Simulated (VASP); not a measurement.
Crystal: Se.

```
Se
1.0
     4.36620    0.00000    0.00000
    -2.18310    3.78124    0.00000
     0.00000    0.00000    4.95360
Se
3
Direct
  0.22540 0.00000 0.33333
  0.00000 0.22540 0.66667
  0.77460 0.77460 0.00000
```

- Program: VASP 6.6.1
- Task: relaxation of cell and atoms
- Functional: r2SCAN
- Potentials or basis: VASP PAW PBE potentials, release 64 (Se)
- Cutoff: 600 eV
- k mesh: 6 × 6 × 5
- Occupations: fermi-dirac, width 0.05 eV
- Spin: no spin polarisation

At the start: pressure 1.3 GPa; volume 27.26 Å³/atom.

Question: How do energy, volume and symmetry change on relaxing?

Answer: Over 13 steps the energy falls by 5.3 meV/atom and the volume is 29.14 Å³/atom (+6.9 %); space group P3_121 (No. 152, to 0.05 Å).

Step by step:
```tsv
step	energy change (eV)	largest force (eV/Å)	pressure (GPa)	volume (Å³)
1	0.0000	0.0546	1.31	81.78
2	-0.0030	0.3004	-0.80	84.45
3	-0.0067	0.1532	0.07	83.29
4	-0.0094	0.1082	0.08	83.77
5	-0.0121	0.0085	0.10	84.95
6	-0.0133	0.0017	0.03	85.53
7	-0.0154	0.0318	-0.18	87.26
8	-0.0145	0.1115	0.52	87.00
9	-0.0157	0.0178	0.06	87.17
10	-0.0158	0.0039	0.05	87.33
11	-0.0158	0.0019	0.05	87.36
12	-0.0158	0.0261	-0.09	87.57
13	-0.0158	0.0054	0.00	87.42
```

Final structure:
```
Se
1.0
     4.49815    0.00000    0.00000
    -2.24908    3.89551    0.00000
     0.00000    0.00000    4.98883
Se
3
Direct
  0.21765 0.00000 0.33333
  0.00000 0.21765 0.66667
  0.78235 0.78235 0.00000
```

Caveat: the PAW data sets were made with another functional, which shifts forces and pressure a little.
